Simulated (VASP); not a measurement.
Write the native input for VASP 6.6.1 that does the following.

- Task: single point
- Functional: PBEsol
- Potentials or basis: VASP PAW PBE potentials, release 64 (Sb)
- Cutoff: 520 eV
- k mesh: 19 × 19 × 19
- Occupations: fermi-dirac, width 0.05 eV
- Spin: no spin polarisation
- Dipole correction: no
- Further INCAR settings: ALGO = Normal; EDIFF = 1e-06; NBANDS = 8

The structure of Sb lies in POSCAR:

```
Sb
1.0
   -1.5050000000      1.5050000000      2.5296000000
    1.5050000000     -1.5050000000      2.5296000000
    1.5050000000      1.5050000000     -2.5296000000
Sb
1
Direct
    0.0000000000      0.0000000000      0.0000000000
```

This cell differs from its parent crystal: zz strain of +2 %.

These files were run (other wordings do the same):

INCAR

```
SYSTEM = Sb
PREC = Accurate ; ENCUT = 520
EDIFF = 1E-6 ; ISMEAR = -1
SIGMA = 0.05 ; LREAL = .FALSE.
LASPH = .TRUE. ; NELM = 100
ALGO = Normal ; ISIF = 2
LWAVE = .FALSE. ; LCHARG = .FALSE.
GGA = PS ; NBANDS = 8
```

KPOINTS

```
regular mesh
0
G
  19 19 19
  0 0 0
```

Potentials or basis: VASP PAW PBE potentials, release 64 (Sb).

Command:

```console
$ cat potpaw_PBE.64/Sb/POTCAR > POTCAR
$ mpirun -np 1 vasp_std > vasp.out
```

Results of the run:

The pressure is 13.1 GPa and the band gap on the k mesh is zero (an odd number of electrons rules out a gap without spin polarisation).

Caveat: the cell differs from its parent crystal (zz strain of +2 %); the cell stands under pressure; the PAW data sets were made with another functional, which shifts forces and pressure a little; spin-orbit coupling is left out, which moves the levels of the heavy elements.

It took 2.3 min on 1 thread of Intel Xeon 8259CL, with other jobs on the host, peak memory 0.24 GiB.
